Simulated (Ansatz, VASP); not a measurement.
Pt2C in VASP and in Ansatz

```
Pt C
1.0
     0.00000    4.85228    4.85228
     4.85228    0.00000    4.85228
     4.85228    4.85228    0.00000
Pt C
4 2
Direct
  0.35418 0.93747 0.35418
  0.35418 0.35418 0.35418
  0.93747 0.35418 0.35418
  0.35418 0.35418 0.93747
  0.25000 0.25000 0.25000
  0.50000 0.50000 0.50000
```

Alike in both runs: task single point; functional PBE; k mesh 4 × 4 × 4; occupations gaussian, width 0.1 eV; no spin polarisation.

```csv
,VASP,Ansatz
version,VASP 6.6.1,Ansatz 0.2.0
potentials or method,"VASP PAW PBE potentials, release 64 (Pt, C), cutoff 520 eV","scalar-relativistic, plane waves, PAW"
valence electrons in the cell,48,80
```

|  | VASP | Ansatz | Ansatz less VASP |
| --- | --- | --- | --- |
| gap on the k mesh at the Fermi level (eV) | none | none | - |
| pressure (GPa) | 1.9 | 1.5 | -0.39 |
| rms of the force components (eV/Å) | 3.474 | 3.341 | -0.1329 |

Atom by atom the forces differ by 0.133 eV/Å (rms over components). A gap of «none» marks a metal or a gap that the smearing closes. VASP's potentials hold 48 valence electrons a cell and Ansatz's 80, so a difference there can come from the potentials and not from the codes.

Spin-orbit coupling is off throughout.
